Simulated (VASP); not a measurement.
# Si16Ge (a cell with a defect) in VASP: further runs, part 2 of 2

VASP 6.6.1.

## (4) Single point, PBEsol

The input, INCAR:

```
SYSTEM = Si16Ge
PREC = Accurate
ENCUT = 520
EDIFF = 1E-6
ISMEAR = 0
SIGMA = 0.05
LREAL = Auto
LASPH = .TRUE.
NELM = 60
ALGO = Normal
ISIF = 2
LWAVE = .FALSE.
LCHARG = .TRUE.
GGA = PS
LELF = .TRUE.
LVHAR = .TRUE.
NBANDS = 53
```

The input, KPOINTS:

```
Automatic mesh
0
G
  2 2 2
  0 0 0
```

The input, POSCAR:

```
Si16Ge
1.0
    0.0000000000      5.4300000000      5.4300000000
    5.4300000000      0.0000000000      5.4300000000
    5.4300000000      5.4300000000      0.0000000000
Si Ge
16 1
Direct
    0.0020945672     -0.0127196133      0.0017306630
    0.1384738490      0.0860178637      0.1373697974
    0.0025144567     -0.0130041436      0.5081498158
    0.1087181400      0.1290700737      0.6307236648
    0.0135906998      0.4592037753      0.0136687845
    0.1209302026      0.6155454880      0.1202871087
   -0.0408031308      0.5030526703      0.5183808471
    0.1204766114      0.6155891344      0.6437255985
    0.5092212707     -0.0125279006      0.0015566298
    0.6311573665      0.1294096685      0.1086726519
    0.4780157459      0.0664280847      0.4778240331
    0.6316912523      0.1293118785      0.6305382136
    0.5184353591      0.5035532228     -0.0399681400
    0.6431945672      0.6156299263      0.1204126151
    0.5194228361      0.5033469613      0.5180077348
    0.6030844383      0.6904216390      0.6036308471
    0.3358744015      0.4911208103      0.3370699816
```

Launch:

```
$ cat potpaw_PBE.64/Si/POTCAR potpaw_PBE.64/Ge_d/POTCAR > POTCAR
$ mpirun -np 1 vasp_std > vasp.out
```

Wall time 2.7 min (1 thread of Intel Xeon 6975P-C (Granite Rapids), shared host); peak memory 0.48 GiB.

The run converged. Its results:

- Free energy: -92.4859 eV
- Pressure: 3.8 GPa
- Largest force: 0.067 eV/Å
- Band gap on the k mesh: zero (band 39 reaches 6.72 eV, above the bottom of band 40 at 6.59 eV)

Forces in eV/Å, atoms in the order of the input:
```
Si  -0.007  0.007  0.000
Si   0.009 -0.004  0.003
Si   0.001 -0.003  0.005
Si   0.005  0.002 -0.021
Si   0.008  0.006 -0.009
Si  -0.002  0.025 -0.011
Si   0.024 -0.012  0.002
Si  -0.059  0.002 -0.006
Si  -0.007  0.004 -0.011
Si  -0.023 -0.007  0.005
Si   0.037 -0.030  0.025
Si   0.007  0.023 -0.002
Si  -0.036 -0.032  0.028
Si  -0.005  0.011 -0.009
Si   0.035  0.015  0.019
Si   0.038 -0.042  0.034
Ge  -0.024  0.037 -0.050
```

Stress tensor (GPa, compression positive):
```
 3.83  0.81 -0.80
 0.81  3.79  0.77
-0.80  0.77  3.78
```

Levels at points of the mesh, in eV from the Fermi level:
| k point | band 37 | band 38 | band 39 | band 40 | band 41 | band 42 |
| --- | --- | --- | --- | --- | --- | --- |
| (0.00, 0.00, 0.00) | -0.55 | -0.55 | -0.54 | -0.11 | -0.10 | 0.17 |
| (0.50, 0.00, 0.00) | -1.31 | -0.95 | -0.17 | 0.16 | 0.72 | 0.83 |
| (0.00, 0.50, 0.00) | -1.20 | -1.19 | -0.23 | 0.39 | 0.41 | 1.15 |
| (0.00, 0.00, 0.50) | -1.30 | -0.94 | -0.18 | 0.17 | 0.72 | 0.83 |
| (0.50, 0.50, 0.50) | -1.31 | -0.95 | -0.17 | 0.16 | 0.72 | 0.83 |
| (0.50, 0.50, 0.00) | -1.69 | -0.93 | 0.01 | 0.44 | 1.24 | 1.40 |
| (0.00, 0.50, 0.50) | -1.69 | -0.94 | 0.02 | 0.44 | 1.24 | 1.40 |
| (0.50, 0.00, 0.50) | -1.69 | -0.93 | 0.01 | 0.44 | 1.24 | 1.40 |

Caveat: the k points lie up to 0.50 Å⁻¹ apart; the PAW data sets were made with another functional, which shifts forces and pressure a little.

## (5) Single point, PBEsol

The input, INCAR:

```
  PREC = Accurate
  ENCUT = 520
  EDIFF = 1E-7
  ISMEAR = 0
  SIGMA = 0.05
  LREAL = Auto
  LASPH = True
  NELM = 100
  ALGO = Normal
  ISIF = 2
  LWAVE = False
  LCHARG = True
  GGA = PS
  LELF = True
  LVHAR = True
  NBANDS = 53
```

The input, KPOINTS:

```
regular mesh
0
Gamma
  2 2 2
```

The input, POSCAR:

```
Si16Ge
1.0
    0.0000000000      5.4300000000      5.4300000000
    5.4300000000      0.0000000000      5.4300000000
    5.4300000000      5.4300000000      0.0000000000
Si Ge
16 1
Direct
    0.0005937385     -0.0070887661      0.0001139963
    0.1339287293      0.1005799263      0.1321309392
    0.0012005525     -0.0072038674      0.5051233886
    0.1146146409      0.1269816759      0.6287674954
    0.0092605893      0.4729863720      0.0087784530
    0.1190492634      0.6219293738      0.1190127993
   -0.0249997238      0.5069083794      0.5083205341
    0.1192272560      0.6219486188      0.6397882136
    0.5069411602     -0.0069035912     -0.0000918048
    0.6291105893      0.1274104052      0.1149426335
    0.4904964088      0.0286041436      0.4907575506
    0.6299476980      0.1272587477      0.6285182320
    0.5082567219      0.5075399632     -0.0234552486
    0.6402905157      0.6220595764      0.1189197974
    0.5099128913      0.5072265193      0.5079049724
    0.6116953959      0.6633211786      0.6133476980
    0.3584974217      0.4226534070      0.3603296501
```

Potentials or basis: VASP PAW PBE potentials, release 64 (Si, Ge_d).

Launch:

```
$ cat potpaw_PBE.64/Si/POTCAR potpaw_PBE.64/Ge_d/POTCAR > POTCAR
$ mpirun -np 1 vasp_std > vasp.out
```

OUTCAR:

```text
PREC = Accurate
   ENCUT = 520
   EDIFF = 1E-7
   ISMEAR = 0
   LREAL = Auto
   LASPH = True
   NELM = 100
   ISIF = 2
   GGA = PS

 ion  position               nearest neighbor table
   1  0.001  0.993  0.000-   6 2.33   4 2.33  10 2.33   2 2.34
   2  0.134  0.101  0.132-   5 2.34   3 2.34   1 2.34   9 2.34
   3  0.001  0.993  0.505-   8 2.33   4 2.33  12 2.33   2 2.34
   4  0.115  0.127  0.629-   3 2.33   1 2.33  11 2.36   7 2.38  17 2.94
   5  0.009  0.473  0.009-   6 2.32  14 2.32   8 2.32   2 2.34
   6  0.119  0.622  0.119-   5 2.32   1 2.33  13 2.44   7 2.44  17 2.63
   7  0.975  0.507  0.508-  16 2.29   4 2.38  17 2.42   6 2.44   8 2.45
   8  0.119  0.622  0.640-   5 2.32   3 2.33  15 2.45   7 2.45  17 2.62
   9  0.507  0.993  1.000-  14 2.33  12 2.33  10 2.33   2 2.34
  10  0.629  0.127  0.115-   1 2.33   9 2.33  11 2.36  13 2.38  17 2.94
  11  0.490  0.029  0.491-  16 2.29  10 2.36  12 2.36   4 2.36  17 2.47
  12  0.630  0.127  0.629-   3 2.33   9 2.33  11 2.36  15 2.38  17 2.94
  13  0.508  0.508  0.977-  16 2.29  10 2.38  17 2.42  14 2.44   6 2.44
  14  0.640  0.622  0.119-   5 2.32   9 2.33  13 2.44  15 2.44  17 2.63
  15  0.510  0.507  0.508-  16 2.29  12 2.38  17 2.42  14 2.44   8 2.45
  16  0.612  0.663  0.613-  13 2.29  15 2.29   7 2.29  11 2.29
  17  0.358  0.423  0.360-   7 2.42  15 2.42  13 2.42  11 2.47   8 2.62   6 2.63  14 2.63   4 2.94
                            12 2.94  10 2.94

  LATTYP: Found a face centered cubic cell.
 ALAT       =    10.8600000000

  Lattice vectors:

 A1 = (   0.0000000000,   5.4300000000,   5.4300000000)
 A2 = (   5.4300000000,   0.0000000000,   5.4300000000)
 A3 = (   5.4300000000,   5.4300000000,   0.0000000000)

Analysis of symmetry for initial positions (statically):
=====================================================================
 Subroutine PRICEL returns:
 Original cell was already a primitive cell.

 Routine SETGRP: Setting up the symmetry group for a
 face centered cubic supercell.

 Subroutine GETGRP returns: Found  1 space group operations
 (whereof  1 operations were pure point group operations)
 out of a pool of 48 trial point group operations.

The static configuration has the point symmetry C_1 .

Analysis of symmetry for dynamics (positions and initial velocities):
=====================================================================
 Subroutine PRICEL returns:
 Original cell was already a primitive cell.

 Routine SETGRP: Setting up the symmetry group for a
 face centered cubic supercell.

 Subroutine GETGRP returns: Found  1 space group operations
 (whereof  1 operations were pure point group operations)
 out of a pool of 48 trial point group operations.

The dynamic configuration has the point symmetry C_1 .

 Subroutine INISYM returns: Found  1 space group operations
 (whereof  1 operations are pure point group operations),
 and found     1 'primitive' translations

----------------------------------------------------------------------------------------

                                     Primitive cell

  volume of cell :     320.2060

  direct lattice vectors                    reciprocal lattice vectors
     0.000000000  5.430000000  5.430000000    -0.092081031  0.092081031  0.092081031
     5.430000000  0.000000000  5.430000000     0.092081031 -0.092081031  0.092081031
     5.430000000  5.430000000  0.000000000     0.092081031  0.092081031 -0.092081031

[... 77 lines left out ...]
  0.500000  0.000000  0.500000      1.000000
   k-points           NKPTS =      8   k-points in BZ     NKDIM =      8   number of bands    NBANDS=     53
   number of dos      NEDOS =    301   number of ions     NIONS =     17
   total plane-waves  NPLWV = 216000
   dimension x,y,z NGX =    60 NGY =   60 NGZ =   60
   dimension x,y,z NGXF=   120 NGYF=  120 NGZF=  120
   ions per type =              16   1
   NGX,Y,Z   is equivalent  to a cutoff of  12.99, 12.99, 12.99 a.u.
   NGXF,Y,Z  is equivalent  to a cutoff of  25.98, 25.98, 25.98 a.u.
 SYSTEM =  unknown system
   PREC   = accura    normal or accurate (medium, high low for compatibility)
   ISTART =      0    job   : 0-new  1-cont  2-samecut
   ICHARG =      2    charge: 1-file 2-atom 10-const
   ISPIN  =      1    spin polarized calculation?
   LNONCOLLINEAR =      F non collinear calculations
   LSORBIT =      F    spin-orbit coupling
   LASPH  =      T    aspherical Exc in radial PAW
   ENCUT  =  520.0 eV  38.22 Ry    6.18 a.u.  14.28 14.28 14.28*2*pi/ulx,y,z
   NELM   =    100;   NELMIN=  2; NELMDL= -5     # of ELM steps
   EDIFF  = 0.1E-06   stopping-criterion for ELM
   LREAL  =      T    real-space projection
   EDIFFG = 0.1E-05   stopping-criterion for IOM
   NSW    =      0    number of steps for IOM
   IBRION =     -1    ionic relax: 0-MD 1-quasi-New 2-CG
   NFREE  =      0    steps in history (QN), initial steepest desc. (CG)
   ISIF   =      2    stress and relaxation
   ISYM   =      2    0-nonsym 1-usesym 2-fastsym
   POTIM  = 0.5000    time-step for ionic-motion
   TEBEG  =    0.0;   TEEND  =   0.0 temperature during run
   PSTRESS=    0.0 pullay stress
   NELECT =      78.0000    total number of electrons
   NUPDOWN=      -1.0000    fix difference up-down
   EMIN   =  10.00;   EMAX   =-10.00  energy-range for DOS
   EFERMI =   0.00;   METHOD = LEGACY
   ISMEAR =     0;   SIGMA  =   0.05  broadening in eV -4-tet -1-fermi 0-gaus
   EFERMI_NEDOS =   21; number of points for ismear=-14 and -15
   IALGO  =     38    algorithm
   IMIX   =      4    mixing-type and parameters
     AMIX     =   0.40;   BMIX     =  1.00
     AMIX_MAG =   1.60;   BMIX_MAG =  1.00
  volume/ion in A,a.u.               =      18.84       127.11
  Fermi-wavevector in a.u.,A,eV,Ry     =   1.022421  1.932096 14.222785  1.045345
  Thomas-Fermi vector in A             =   2.156100
   LORBIT       =      0    0 simple, 1 ext, 2 COOP (PROOUT), +10 PAW based schemes
   GGA     = PS    functional components
   LHFCALC =     F    Hartree Fock is set to
   AEXX    =    0.0000 exact exchange contribution
   IVDW    =     0    specifies the selected vdW correction
   LEPSILON=     F    determine dielectric tensor
   LRPA    =     F    only Hartree local field effects (RPA)
 non-spin polarized calculation
 Gauss-broadening in eV      SIGMA  =   0.05
  energy-cutoff  :      520.00
  volume of cell :      320.21
 maximum number of plane-waves:      8646
 NGX is ok and might be reduce to    60
   NGX = 29   NGY = 29   NGZ = 29

 number of electron      77.9999999 magnetization

 Free energy of the ion-electron system (eV)
  ---------------------------------------------------
  ext. energy  EPLUGINS =         0.00000000
  ---------------------------------------------------
  free energy    TOTEN  =       -92.68285492 eV

  energy without entropy =      -92.67251691  energy(sigma->0) =      -92.67768592

 E-fermi :   6.7921     XC(G=0):  -9.8895

 val. band max:        6.6189556228   @ k =   0.0000   0.0000   0.0000
 cond. band min:       6.7958041679   @ k =   0.0000   0.0000   0.0000
 fundamental gap:      0.1768485451
 Fermi energy:         6.7921044683

 k-point     1 :       0.0000    0.0000    0.0000
  band No.  band energies     occupation
      1     -18.2526      2.00000
      2     -18.2507      2.00000
      3     -18.2501      2.00000
      4     -18.2359      2.00000
      5     -18.2353      2.00000
      6      -6.5826      2.00000
[... 421 lines left out ...]
     50      10.2102      0.00000
     51      10.3175      0.00000
 [bands above 51 left out]

------------------------ aborting loop because EDIFF is reached ----------------------------------------

  FORCE on cell =-STRESS in cart. coord.  units (eV):
  Direction    XX          YY          ZZ          XY          YZ          ZX
  --------------------------------------------------------------------------------------
  -------------------------------------------------------------------------------------
  Total        8.8850884      8.9292656      8.9277171      0.3687555      0.2933121     -0.3608875
  in kB       44.4572764     44.6783203     44.6705726      1.8450985      1.4676113     -1.8057304
  external PRESSURE =      44.6020565 kB  Pullay stress =       0.0000000 kB

 VOLUME and BASIS-vectors are now :
 -----------------------------------------------------------------------------
  energy-cutoff  :      520.00
  volume of cell :      320.21
      direct lattice vectors                 reciprocal lattice vectors
     0.000000000  5.430000000  5.430000000    -0.092081031  0.092081031  0.092081031
     5.430000000  0.000000000  5.430000000     0.092081031 -0.092081031  0.092081031
     5.430000000  5.430000000  0.000000000     0.092081031  0.092081031 -0.092081031

 POSITION                                       TOTAL-FORCE (eV/Angst)
 -----------------------------------------------------------------------------------
      5.39213      0.00384      5.39473         0.021205     -0.029223      0.024083
      1.26362      1.44470      1.27338         0.044079     -0.037159      0.035358
      8.13370      2.74934      5.39740         0.035361     -0.027333      0.029164
      4.10372      4.03657      1.31187        -0.001135      0.004652      0.018273
      2.61598      0.09795      2.61860         0.040693     -0.032857      0.031274
      4.02332      1.29268      4.02351         0.027539     -0.018374      0.021766
[... 9 lines left out ...]
      6.93231      6.65198      6.92334        -0.058460      0.055509     -0.053436
      4.25160      3.90323      4.24165        -0.169196      0.172676     -0.174040
 -----------------------------------------------------------------------------------
    total drift:                                0.004238     -0.003027      0.002139

  FREE ENERGIE OF THE ION-ELECTRON SYSTEM (eV)
  ---------------------------------------------------
  free  energy   TOTEN  =       -92.6828549199 eV

  energy  without entropy=      -92.6725169123  energy(sigma->0) =      -92.67768592
```

It took 2.2 min on 1 thread of Intel Xeon 6975P-C (Granite Rapids), shared host; peak memory 0.49 GiB.

What came out:

| Quantity | Value |
| --- | --- |
| Free energy | -92.6829 eV |
| Pressure | 4.5 GPa |
| Largest force | 0.298 eV/Å |
| Band gap on the k mesh | zero (band 39 reaches 6.85 eV, above the bottom of band 40 at 6.62 eV) |

Forces in eV/Å, atoms in the order of the input:
```
Si   0.021 -0.029  0.024
Si   0.044 -0.037  0.035
Si   0.035 -0.027  0.029
Si  -0.001  0.005  0.018
Si   0.041 -0.033  0.031
Si   0.028 -0.018  0.022
Si   0.002  0.012  0.105
Si  -0.001 -0.026  0.024
Si   0.019 -0.021  0.028
Si   0.016 -0.002  0.000
Si  -0.085  0.090 -0.094
Si   0.000 -0.017 -0.005
Si   0.078 -0.003 -0.001
Si   0.026 -0.022  0.024
Si   0.004 -0.099 -0.015
Si  -0.058  0.056 -0.053
Ge  -0.169  0.173 -0.174
```

Levels at points of the mesh, in eV from the Fermi level:
| k point | band 36 | band 37 | band 38 | band 39 | band 40 | band 41 | band 42 | band 43 |
| --- | --- | --- | --- | --- | --- | --- | --- | --- |
| (0.00, 0.00, 0.00) | -0.82 | -0.67 | -0.66 | -0.41 | -0.17 | -0.17 | 0.00 | 0.02 |
| (0.50, 0.00, 0.00) | -1.41 | -1.41 | -1.29 | -0.23 | 0.33 | 0.68 | 0.79 | 0.85 |
| (0.00, 0.50, 0.00) | -1.39 | -1.36 | -1.36 | -0.33 | 0.41 | 0.43 | 1.00 | 1.01 |
| (0.00, 0.00, 0.50) | -1.41 | -1.40 | -1.29 | -0.23 | 0.32 | 0.68 | 0.79 | 0.86 |
| (0.50, 0.50, 0.50) | -1.41 | -1.41 | -1.29 | -0.23 | 0.33 | 0.68 | 0.79 | 0.85 |
| (0.50, 0.50, 0.00) | -1.94 | -1.80 | -1.19 | 0.05 | 0.66 | 1.07 | 1.16 | 1.23 |
| (0.00, 0.50, 0.50) | -1.94 | -1.81 | -1.20 | 0.06 | 0.66 | 1.07 | 1.15 | 1.22 |
| (0.50, 0.00, 0.50) | -1.94 | -1.80 | -1.19 | 0.05 | 0.66 | 1.07 | 1.15 | 1.23 |

Caveat: the k points lie up to 0.50 Å⁻¹ apart; the PAW data sets were made with another functional, which shifts forces and pressure a little.
